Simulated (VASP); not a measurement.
CoO: single point with LDA+U

CoO:

```xyz
2
Lattice="0.0000 2.1315 2.1315 2.1315 0.0000 2.1315 2.1315 2.1315 0.0000" Properties=species:S:1:pos:R:3 pbc="T T T"
Co    0.0000    0.0000    0.0000
O     2.1315    2.1315    2.1315
```

```yaml
Program: VASP 6.6.1
Task: single point
Functional: LDA
Potentials_or_basis: VASP PAW LDA potentials, release 64 (Co, O)
Cutoff: 600 eV
k_mesh: 10 × 10 × 10
Occupations: gaussian, width 0.3 eV
Spin: collinear spin, ferromagnetic start
Starting_moments: "[2.5, 0.0] μB"
Hubbard_terms: Co d U = 3.0 eV
Dipole_correction: no
Further_INCAR_settings: ALGO = Normal; EDIFF = 1e-06; NBANDS = 18
```

The pressure is -18.5 GPa. The net moment is 2.95 μB per cell. The site moments are Co +2.66; O +0.26 μB and the valence electrons inside the program's atomic spheres are Co 7.83; O 4.95.

Levels at points of the mesh, in eV from the Fermi level:
Spin up:
```csv
k point,band 7,band 8,band 9,band 10,band 11,band 12
"(0.00, 0.00, 0.00)",-2.57,-2.57,-2.57,1.47,17.11,17.56
"(0.50, 0.00, 0.00)",-2.49,-0.08,-0.08,5.41,9.65,13.64
"(0.50, 0.50, 0.00)",-3.31,-3.03,-3.03,6.12,10.17,11.27
```
Spin down:
| k point | band 2 | band 3 | band 4 | band 5 | band 6 | band 7 | band 8 | band 9 | band 10 | band 11 |
| --- | --- | --- | --- | --- | --- | --- | --- | --- | --- | --- |
| (0.00, 0.00, 0.00) | -2.06 | -2.06 | -2.06 | -1.12 | -1.12 | -1.12 | 1.04 | 1.04 | 2.00 | 17.19 |
| (0.50, 0.00, 0.00) | -7.19 | -3.99 | -3.99 | -0.10 | -0.10 | 0.21 | 3.55 | 3.55 | 5.76 | 10.40 |
| (0.50, 0.50, 0.00) | -5.91 | -3.33 | -3.33 | -2.21 | 0.09 | 0.09 | 1.52 | 1.97 | 6.92 | 10.63 |

Eigenvalues of the final occupation matrices:
```csv
site,spin,trace,eigenvalues
site 1 d,1,4.91,0.97 0.97 0.97 1.01 1.01
site 1 d,2,2.28,0.16 0.16 0.66 0.66 0.66
```

Run time: 26 s on 1 thread of Intel Xeon 6975P-C (shared host), peak memory 0.15 GiB.

Caveat: a cell with one magnetic atom can't hold antiferromagnetic order, which such compounds often take. The state reached can hang on the start; a lower one may exist.
